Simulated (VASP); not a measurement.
# CuO (Cc) in VASP: notebook

CuO is run at these levels: LDA+U; tasks: single point.

Everything below comes from runs of VASP 6.6.1. Logs are shortened: lines on timing, memory, paths and dates and some standing lists are left out, and cuts for length are marked.

### 1 The cell of the first run

Symmetry: Cc, No. 9, monoclinic system. The conventional cell has a = 4.689 Å, b = 3.427 Å, c = 5.132 Å, α = 90.00°, β = 99.65°, γ = 90.00°. Cu (site symmetry 1) has 4 O at 1.91 to 2.02 Å within 2.5 Å. Within 2.5 Å of O (site symmetry 1) lie 4 Cu at 1.91 to 2.02 Å.

### 2 Single point, LDA+U, collinear spin, ferromagnetic start

INCAR reads:

```
SYSTEM = CuO
  PREC = Accurate
  ENCUT = 820
  EDIFF = 1E-6
  ISMEAR = 0
  SIGMA = 0.05
  LREAL = .FALSE.
  LASPH = .TRUE.
  NELM = 200
  ALGO = Normal
  ISIF = 2
  LWAVE = .FALSE.
  LCHARG = .TRUE.
  ISPIN = 2
  MAGMOM = 0.68 0.68 0.36 0.36
  LORBIT = 11
  LMAXMIX = 4
  LDAU = .TRUE.
  LDAUTYPE = 2
  LDAUL = 2 -1
  LDAUU = 8 0
  LDAUJ = 0 0
  LDAUPRINT = 1
  GGA = CA
  LELF = .TRUE.
  LVHAR = .TRUE.
  NBANDS = 37
  GGA_COMPAT = .FALSE.
```

KPOINTS reads:

```
Automatic mesh
0
G
  7 7 4
  0 0 0
```

POSCAR reads:

```
CuO
1.0
    2.3446497600     -1.7133998200      0.0000000000
    2.3446497600      1.7133998200      0.0000000000
   -0.8605499100      0.0000000000      5.0594394800
Cu O
2 2
Direct
    0.0032000000      0.4968000000      0.0000000000
    0.4968000000      0.0032000000      0.5000000000
    0.5714000000      0.4056000000      0.2537000000
    0.4056000000      0.5714000000      0.7537000000
```

Potentials or basis: VASP PAW LDA potentials, release 64 (Cu_sv_GW, O).

Started as:

```bash
$ cat potpaw_LDA.64/Cu_sv_GW/POTCAR potpaw_LDA.64/O/POTCAR > POTCAR
$ mpirun -np 1 vasp_std > vasp.out
```

OUTCAR:

```text
SYSTEM = CuO
   PREC = Accurate
   ENCUT = 820
   EDIFF = 1E-6
   ISMEAR = 0
   LREAL = .FALSE.
   LASPH = .TRUE.
   NELM = 200
   ISIF = 2
   ISPIN = 2
   LORBIT = 11
   GGA = CA

 ion  position               nearest neighbor table
   1  0.003  0.497  0.000-   4 1.91   3 1.93   4 1.98   3 2.02
   2  0.497  0.003  0.500-   3 1.91   4 1.93   3 1.98   4 2.02
   3  0.571  0.406  0.254-   2 1.91   1 1.93   2 1.98   1 2.02
   4  0.406  0.571  0.754-   1 1.91   2 1.93   1 1.98   2 2.02

  LATTYP: Found a base centered monoclinic cell.
 ALAT       =     4.6892995200
 B/A-ratio  =     0.7307700490
 C/A-ratio  =     1.0944283419
 COS(beta)  =    -0.1676798045

  Lattice vectors:

 A1 = (   2.3446497600,  -1.7133998200,   0.0000000000)
 A2 = (   2.3446497600,   1.7133998200,   0.0000000000)
 A3 = (  -0.8605499100,   0.0000000000,   5.0594394800)

Analysis of symmetry for initial positions (statically):
=====================================================================
 Subroutine PRICEL returns:
 Original cell was already a primitive cell.

 Routine SETGRP: Setting up the symmetry group for a
 base centered monoclinic supercell.

 Subroutine GETGRP returns: Found  2 space group operations
 (whereof  1 operations were pure point group operations)
 out of a pool of  4 trial point group operations.

The static configuration has the point symmetry C_1 .
 The point group associated with its full space group is C_1h.

Analysis of symmetry for dynamics (positions and initial velocities):
=====================================================================
 Subroutine PRICEL returns:
 Original cell was already a primitive cell.

 Routine SETGRP: Setting up the symmetry group for a
 base centered monoclinic supercell.

 Subroutine GETGRP returns: Found  2 space group operations
 (whereof  1 operations were pure point group operations)
 out of a pool of  4 trial point group operations.

The dynamic configuration has the point symmetry C_1 .
 The point group associated with its full space group is C_1h.

Analysis of structural, dynamic, and magnetic symmetry:
=====================================================================
 Subroutine PRICEL returns:
 Original cell was already a primitive cell.

 Routine SETGRP: Setting up the symmetry group for a
 base centered monoclinic supercell.

 Subroutine GETGRP returns: Found  2 space group operations
 (whereof  1 operations were pure point group operations)
 out of a pool of  4 trial point group operations.

The overall configuration has the point symmetry C_1 .
 The point group associated with its full space group is C_1h.

 Subroutine INISYM returns: Found  2 space group operations
 (whereof  1 operations are pure point group operations),
 and found     1 'primitive' translations

----------------------------------------------------------------------------------------

                                     Primitive cell

  volume of cell :      40.6508

  direct lattice vectors                    reciprocal lattice vectors
     2.344649760 -1.713399820  0.000000000     0.213251467 -0.291817470  0.036271514
     2.344649760  1.713399820  0.000000000     0.213251467  0.291817470  0.036271514
    -0.860549910  0.000000000  5.059439480     0.000000000  0.000000000  0.197650353

  length of vectors
     2.903983719  2.903983719  5.132102298     0.363248188  0.363248188  0.197650353

  position of ions in fractional coordinates (direct lattice)
     0.003200000  0.496800000  0.000000000
     0.496800000  0.003200000  0.500000000
     0.571400000  0.405600000  0.253700000
     0.405600000  0.571400000  0.753700000

  ion indices of the primitive-cell ions
   primitive index   ion index
                 1           1
                 2           2
[... 94 lines left out ...]
     AMIX_MAG =   1.60;   BMIX_MAG =  1.00
  volume/ion in A,a.u.               =      10.16        68.58
  Fermi-wavevector in a.u.,A,eV,Ry     =   1.754049  3.314673 41.860895  3.076689
  Thomas-Fermi vector in A             =   2.824066
   LORBIT       =     11    0 simple, 1 ext, 2 COOP (PROOUT), +10 PAW based schemes
 LDA+U is selected, type is set to LDAUTYPE =  2
   angular momentum for each species LDAUL =     2   -1
   U (eV)           for each species LDAUU =   8.0  0.0
   J (eV)           for each species LDAUJ =   0.0  0.0
   GGA     = CA    functional components
   LHFCALC =     F    Hartree Fock is set to
   AEXX    =    0.0000 exact exchange contribution
   IVDW    =     0    specifies the selected vdW correction
   LEPSILON=     F    determine dielectric tensor
   LRPA    =     F    only Hartree local field effects (RPA)
 spin polarized calculation
 Gauss-broadening in eV      SIGMA  =   0.05
  energy-cutoff  :      820.00
  volume of cell :       40.65
 maximum number of plane-waves:      2180
   NGX = 13   NGY = 13   NGZ = 23

atom =   1  type =  1  l = 2

 onsite density matrix

spin component  1

  0.9504 -0.0005  0.0066 -0.0051  0.0014
 -0.0005  0.9706 -0.0002 -0.0180  0.0063
  0.0066 -0.0002  0.9596  0.0005 -0.0011
 -0.0051 -0.0180  0.0005  0.9820 -0.0083
  0.0014  0.0063 -0.0011 -0.0083  0.9612

spin component  2

  0.9364 -0.0433  0.0086  0.0540 -0.0186
 -0.0433  0.7417  0.0029  0.2975 -0.1008
  0.0086  0.0029  0.9552 -0.0036  0.0001
  0.0540  0.2975 -0.0036  0.5334  0.1424
 -0.0186 -0.1008  0.0001  0.1424  0.9047

 occupancies and eigenvectors

  o =  0.2664  v =  0.0000  0.0000  0.0000  0.0000  0.0000  0.1063  0.5550 -0.0077 -0.7813  0.2650      0.0000  0.0000  0.0000  0.0000  0.0000  0.0000  0.0000  0.0000  0.0000  0.0000
  o =  0.9388  v =  0.0000  0.0000  0.0000  0.0000  0.0000  0.8566  0.1692 -0.4304  0.2108 -0.0892      0.0000  0.0000  0.0000  0.0000  0.0000  0.0000  0.0000  0.0000  0.0000  0.0000
  o =  0.9458  v =  0.8639  0.1751 -0.4231  0.1977 -0.0705  0.0000  0.0000  0.0000  0.0000  0.0000      0.0000  0.0000  0.0000  0.0000  0.0000  0.0000  0.0000  0.0000  0.0000  0.0000
  o =  0.9528  v =  0.0000  0.0000  0.0000  0.0000  0.0000 -0.0576 -0.1448 -0.1888 -0.4073 -0.8799      0.0000  0.0000  0.0000  0.0000  0.0000  0.0000  0.0000  0.0000  0.0000  0.0000
  o =  0.9535  v =  0.0000  0.0000  0.0000  0.0000  0.0000  0.1450 -0.7739 -0.2890 -0.4029  0.3664      0.0000  0.0000  0.0000  0.0000  0.0000  0.0000  0.0000  0.0000  0.0000  0.0000
  o =  0.9578  v = -0.0548  0.6286  0.3558  0.5781  0.3754  0.0000  0.0000  0.0000  0.0000  0.0000      0.0000  0.0000  0.0000  0.0000  0.0000  0.0000  0.0000  0.0000  0.0000  0.0000
  o =  0.9584  v = -0.1407  0.4631  0.0570  0.0150 -0.8731  0.0000  0.0000  0.0000  0.0000  0.0000      0.0000  0.0000  0.0000  0.0000  0.0000  0.0000  0.0000  0.0000  0.0000  0.0000
  o =  0.9600  v =  0.0000  0.0000  0.0000  0.0000  0.0000  0.4802 -0.2085  0.8340 -0.1303 -0.1158      0.0000  0.0000  0.0000  0.0000  0.0000  0.0000  0.0000  0.0000  0.0000  0.0000
  o =  0.9635  v =  0.4733 -0.2081  0.8313 -0.1529 -0.1349  0.0000  0.0000  0.0000  0.0000  0.0000      0.0000  0.0000  0.0000  0.0000  0.0000  0.0000  0.0000  0.0000  0.0000  0.0000
  o =  0.9984  v = -0.0832 -0.5625  0.0054  0.7766 -0.2712  0.0000  0.0000  0.0000  0.0000  0.0000      0.0000  0.0000  0.0000  0.0000  0.0000  0.0000  0.0000  0.0000  0.0000  0.0000

atom =   2  type =  1  l = 2

 onsite density matrix

spin component  1

  0.9504 -0.0005 -0.0066  0.0051 -0.0014
 -0.0005  0.9706  0.0002  0.0180 -0.0063
 -0.0066  0.0002  0.9596  0.0005 -0.0011
  0.0051  0.0180  0.0005  0.9820 -0.0083
 -0.0014 -0.0063 -0.0011 -0.0083  0.9612

spin component  2

  0.9364 -0.0433 -0.0086 -0.0540  0.0186
 -0.0433  0.7417 -0.0029 -0.2975  0.1008
 -0.0086 -0.0029  0.9552 -0.0036  0.0001
 -0.0540 -0.2975 -0.0036  0.5334  0.1424
  0.0186  0.1008  0.0001  0.1424  0.9047

 occupancies and eigenvectors

  o =  0.2664  v =  0.0000  0.0000  0.0000  0.0000  0.0000 -0.1063 -0.5550 -0.0077 -0.7813  0.2650      0.0000  0.0000  0.0000  0.0000  0.0000  0.0000  0.0000  0.0000  0.0000  0.0000
  o =  0.9388  v =  0.0000  0.0000  0.0000  0.0000  0.0000  0.8566  0.1692  0.4304 -0.2108  0.0892      0.0000  0.0000  0.0000  0.0000  0.0000  0.0000  0.0000  0.0000  0.0000  0.0000
  o =  0.9458  v =  0.8639  0.1751  0.4231 -0.1977  0.0705  0.0000  0.0000  0.0000  0.0000  0.0000      0.0000  0.0000  0.0000  0.0000  0.0000  0.0000  0.0000  0.0000  0.0000  0.0000
  o =  0.9528  v =  0.0000  0.0000  0.0000  0.0000  0.0000  0.0576  0.1448 -0.1888 -0.4073 -0.8799      0.0000  0.0000  0.0000  0.0000  0.0000  0.0000  0.0000  0.0000  0.0000  0.0000
  o =  0.9535  v =  0.0000  0.0000  0.0000  0.0000  0.0000  0.1450 -0.7739  0.2890  0.4029 -0.3664      0.0000  0.0000  0.0000  0.0000  0.0000  0.0000  0.0000  0.0000  0.0000  0.0000
  o =  0.9578  v =  0.0548 -0.6286  0.3558  0.5781  0.3754  0.0000  0.0000  0.0000  0.0000  0.0000      0.0000  0.0000  0.0000  0.0000  0.0000  0.0000  0.0000  0.0000  0.0000  0.0000
  o =  0.9584  v = -0.1407  0.4631 -0.0570 -0.0150  0.8731  0.0000  0.0000  0.0000  0.0000  0.0000      0.0000  0.0000  0.0000  0.0000  0.0000  0.0000  0.0000  0.0000  0.0000  0.0000
  o =  0.9600  v =  0.0000  0.0000  0.0000  0.0000  0.0000 -0.4802  0.2085  0.8340 -0.1303 -0.1158      0.0000  0.0000  0.0000  0.0000  0.0000  0.0000  0.0000  0.0000  0.0000  0.0000
  o =  0.9635  v = -0.4733  0.2081  0.8313 -0.1529 -0.1349  0.0000  0.0000  0.0000  0.0000  0.0000      0.0000  0.0000  0.0000  0.0000  0.0000  0.0000  0.0000  0.0000  0.0000  0.0000
  o =  0.9984  v =  0.0832  0.5625  0.0054  0.7766 -0.2712  0.0000  0.0000  0.0000  0.0000  0.0000      0.0000  0.0000  0.0000  0.0000  0.0000  0.0000  0.0000  0.0000  0.0000  0.0000

 number of electron      49.9999991 magnetization       2.0000224

 Free energy of the ion-electron system (eV)
  ---------------------------------------------------
  ext. energy  EPLUGINS =         0.00000000
  ---------------------------------------------------
  free energy    TOTEN  =       -17.52536884 eV

  energy without entropy =      -17.52536884  energy(sigma->0) =      -17.52536884

 E-fermi :   5.1526     XC(G=0): -12.7839

 val. band max:        4.8317333980   @ k =   0.4286   0.4286   0.0000
 cond. band min:       6.1926662606   @ k =   0.2857   0.1429   0.5000
 fundamental gap:      1.3609328626
 Fermi energy:         5.1526417869

 spin component 1

 k-point     1 :       0.0000    0.0000    0.0000
  band No.  band energies     occupation
      1    -106.4844      1.00000
      2    -106.4838      1.00000
      3     -64.8842      1.00000
      4     -64.8796      1.00000
      5     -64.8423      1.00000
      6     -64.8383      1.00000
[... 1913 lines left out ...]
     36      23.1728      0.00000
     37      25.0886      0.00000

 [... further k-points ...]

------------------------ aborting loop because EDIFF is reached ----------------------------------------

  FORCE on cell =-STRESS in cart. coord.  units (eV):
  Direction    XX          YY          ZZ          XY          YZ          ZX
  --------------------------------------------------------------------------------------
  -------------------------------------------------------------------------------------
  Total       -2.4472141     -1.9625497     -2.4455993      0.0000000      0.0000000      0.2390954
  in kB      -96.4524933    -77.3503256    -96.3888490      0.0000000      0.0000000      9.4235102
  external PRESSURE =     -90.0638893 kB  Pullay stress =       0.0000000 kB

 VOLUME and BASIS-vectors are now :
 -----------------------------------------------------------------------------
  energy-cutoff  :      820.00
  volume of cell :       40.65
      direct lattice vectors                 reciprocal lattice vectors
     2.344649760 -1.713399820  0.000000000     0.213251467 -0.291817470  0.036271514
     2.344649760  1.713399820  0.000000000     0.213251467  0.291817470  0.036271514
    -0.860549910  0.000000000  5.059439480     0.000000000  0.000000000  0.197650353

 POSITION                                       TOTAL-FORCE (eV/Angst)
 -----------------------------------------------------------------------------------
      1.17232      0.84573      0.00000        -0.655205      0.280007      0.275015
      0.74205     -0.84573      2.52972        -0.655205     -0.280007      0.275015
      2.07240     -0.28408      1.28358         0.655205      0.121016     -0.275015
      1.64213      0.28408      3.81330         0.655205     -0.121016     -0.275015
 -----------------------------------------------------------------------------------
    total drift:                                0.001257      0.000000      0.000222

  FREE ENERGIE OF THE ION-ELECTRON SYSTEM (eV)
  ---------------------------------------------------
  free  energy   TOTEN  =       -17.5253688351 eV

  energy  without entropy=      -17.5253688351  energy(sigma->0) =      -17.52536884

 total charge

# of ion       s       p       d       f       tot
--------------------------------------------------
    1        2.245   6.381   8.868   0.013  17.508
    2        2.245   6.381   8.868   0.013  17.508
    3        1.537   3.446   0.000   0.000   4.984
    4        1.537   3.446   0.000   0.000   4.984
--------------------------------------------------
tot          7.565  19.656  17.736   0.026  44.983

 magnetization (x)

# of ion       s       p       d       f       tot
--------------------------------------------------
    1        0.001   0.006   0.752   0.001   0.759
    2        0.001   0.006   0.752   0.001   0.759
    3        0.019   0.203   0.000   0.000   0.221
    4        0.019   0.203   0.000   0.000   0.221
--------------------------------------------------
tot          0.038   0.417   1.504   0.001   1.960
```

It took 4.1 min on 1 thread of Intel Xeon Platinum 8559C (Emerald Rapids), shared host; peak memory 0.36 GiB.

What came out:

| Quantity | Value |
| --- | --- |
| Free energy | -17.5254 eV |
| Pressure | -9.0 GPa |
| Largest force | 0.764 eV/Å |
| Band gap on the k mesh | 1.36 eV (least direct gap 1.43 eV) |
| Net moment | 2.00 μB per cell |
| Site moments | Cu +0.76; O +0.22 μB |
| Valence electrons inside the program's atomic spheres | Cu 17.51; O 4.98 |

Forces in eV/Å, atoms in the order of the input:
```
Cu  -0.655  0.280  0.275
Cu  -0.655 -0.280  0.275
O    0.655  0.121 -0.275
O    0.655 -0.121 -0.275
```

Eigenvalues of the final occupation matrices:
```csv
site,spin,trace,eigenvalues
site 1 d,1,4.82,0.95 0.96 0.96 0.96 1.00
site 1 d,2,4.07,0.27 0.94 0.95 0.95 0.96
site 2 d,1,4.82,0.95 0.96 0.96 0.96 1.00
site 2 d,2,4.07,0.27 0.94 0.95 0.95 0.96
```

Caveat: the cell stands under tension.

### 3 Single point, LDA+U, collinear spin, zero start

INCAR reads:

```
SYSTEM = CuO
ALGO = Normal ; EDIFF = 1E-6
ENCUT = 820 ; GGA_COMPAT = .FALSE.
ISIF = 2 ; ISMEAR = 0
ISPIN = 2 ; LASPH = .TRUE.
LCHARG = .FALSE. ; LDAU = .TRUE.
LDAUJ = 0 0 ; LDAUL = 2 -1
LDAUPRINT = 1 ; LDAUTYPE = 2
LDAUU = 8 0 ; LMAXMIX = 4
LORBIT = 11 ; LREAL = .FALSE.
LWAVE = .FALSE. ; MAGMOM = 0 0 0 0
NBANDS = 37 ; NELM = 200
NUPDOWN = 0.0 ; PREC = Accurate
SIGMA = 0.05
```

KPOINTS reads:

```
k-points
0
G
  7 7 4
  0 0 0
```

POSCAR is that of step 2.

Potentials or basis: VASP PAW LDA potentials, release 64 (Cu_sv_GW, O).

Started as:

```bash
$ cat potpaw_LDA.64/Cu_sv_GW/POTCAR potpaw_LDA.64/O/POTCAR > POTCAR
$ mpirun -np 1 vasp_std > vasp.out
```

OUTCAR:

```text
SYSTEM = CuO
   EDIFF = 1E-6
   ENCUT = 820
   ISIF = 2
   ISMEAR = 0
   ISPIN = 2
   LASPH = .TRUE.
   LORBIT = 11
   LREAL = .FALSE.
   NELM = 200
   NUPDOWN = 0.0
   PREC = Accurate

 ion  position               nearest neighbor table
   1  0.003  0.497  0.000-   4 1.91   3 1.93   4 1.98   3 2.02
   2  0.497  0.003  0.500-   3 1.91   4 1.93   3 1.98   4 2.02
   3  0.571  0.406  0.254-   2 1.91   1 1.93   2 1.98   1 2.02
   4  0.406  0.571  0.754-   1 1.91   2 1.93   1 1.98   2 2.02

  LATTYP: Found a base centered monoclinic cell.
 ALAT       =     4.6892995200
 B/A-ratio  =     0.7307700490
 C/A-ratio  =     1.0944283419
[... 2227 lines left out ...]
    -0.860549910  0.000000000  5.059439480     0.000000000  0.000000000  0.197650353

 POSITION                                       TOTAL-FORCE (eV/Angst)
 -----------------------------------------------------------------------------------
      1.17232      0.84573      0.00000        -0.537232      0.276589      0.212139
      0.74205     -0.84573      2.52972        -0.537232     -0.276589      0.212139
      2.07240     -0.28408      1.28358         0.537232      0.395699     -0.212139
      1.64213      0.28408      3.81330         0.537232     -0.395699     -0.212139
 -----------------------------------------------------------------------------------
    total drift:                                0.001468      0.000000     -0.001795

  FREE ENERGIE OF THE ION-ELECTRON SYSTEM (eV)
  ---------------------------------------------------
  free  energy   TOTEN  =       -16.5562393492 eV

  energy  without entropy=      -16.5529520577  energy(sigma->0) =      -16.55459570

 total charge

# of ion       s       p       d       f       tot
--------------------------------------------------
    1        2.223   6.350   9.040   0.012  17.624
    2        2.223   6.350   9.040   0.012  17.624
    3        1.561   3.349   0.000   0.000   4.909
    4        1.561   3.349   0.000   0.000   4.909
--------------------------------------------------
tot          7.567  19.397  18.080   0.024  45.067

 magnetization (x)

# of ion       s       p       d       f       tot
--------------------------------------------------
    1       -0.000  -0.000  -0.000  -0.000  -0.000
    2       -0.000  -0.000  -0.000  -0.000  -0.000
    3       -0.000  -0.000   0.000   0.000  -0.000
    4       -0.000  -0.000   0.000   0.000  -0.000
--------------------------------------------------
tot         -0.000  -0.000  -0.000  -0.000  -0.000
```

OSZICAR:

```text
N       E                     dE             d eps       ncg     rms          rms(c)
DAV:   1     0.106380901033E+04    0.10638E+04   -0.39830E+04 14332   0.555E+03
DAV:   2     0.870815021434E+02   -0.97673E+03   -0.92642E+03 15612   0.134E+03
DAV:   3    -0.142089205995E+02   -0.10129E+03   -0.99217E+02 16995   0.467E+02
DAV:   4    -0.187368631832E+02   -0.45279E+01   -0.45226E+01 15400   0.826E+01
DAV:   5    -0.189114612870E+02   -0.17460E+00   -0.17457E+00 15019   0.161E+01    0.117E+01
DAV:   6    -0.177518393397E+02    0.11596E+01   -0.10224E+01 16312   0.198E+02    0.917E+00
DAV:   7    -0.165246569078E+02    0.12272E+01   -0.46406E+00 13192   0.152E+02    0.309E+00
DAV:   8    -0.165466712584E+02   -0.22014E-01   -0.41620E-01 17547   0.199E+01    0.170E+00
DAV:   9    -0.165552632138E+02   -0.85920E-02   -0.32151E-02 17760   0.140E+01    0.225E-01
DAV:  10    -0.165560937416E+02   -0.83053E-03   -0.75207E-03 17320   0.313E+00    0.677E-02
DAV:  11    -0.165562238338E+02   -0.13009E-03   -0.26746E-04 17113   0.103E+00    0.255E-02
DAV:  12    -0.165562352018E+02   -0.11368E-04   -0.39203E-05 13275   0.157E-01    0.943E-03
DAV:  13    -0.165562378595E+02   -0.26577E-05   -0.51298E-07  6235   0.766E-02    0.476E-03
DAV:  14    -0.165562392350E+02   -0.13755E-05   -0.31370E-06  7880   0.873E-02    0.119E-03
DAV:  15    -0.165562393492E+02   -0.11421E-06   -0.10992E-06  6609   0.229E-02
   1 F= -.16556239E+02 E0= -.16554596E+02  d E =-.328729E-02  mag=    -0.0000
```

It took 5 min on 1 thread of Intel Xeon Platinum 8488C (Sapphire Rapids), shared host; peak memory 0.37 GiB.

Results:

```yaml
Free_energy: -16.5562 eV
Pressure: -11.4 GPa
Largest_force: 0.700 eV/Å
Net_moment: 0.00 μB per cell
Valence_electrons_inside_the_program's_atomic_spheres: Cu 17.62; O 4.91
```

Forces on the atoms (eV/Å):
```
Cu  -0.537  0.277  0.212
Cu  -0.537 -0.277  0.212
O    0.537  0.396 -0.212
O    0.537 -0.396 -0.212
```

Eigenvalues of the final occupation matrices:
| site | spin | trace | eigenvalues |
| --- | --- | --- | --- |
| site 1 d | 1 | 4.53 | 0.76 0.93 0.95 0.95 0.95 |
| site 1 d | 2 | 4.53 | 0.76 0.93 0.95 0.95 0.95 |
| site 2 d | 1 | 4.53 | 0.76 0.93 0.95 0.95 0.95 |
| site 2 d | 2 | 4.53 | 0.76 0.93 0.95 0.95 0.95 |

Caveat: the cell stands under tension; the total moment is fixed, so each spin has its own Fermi level.
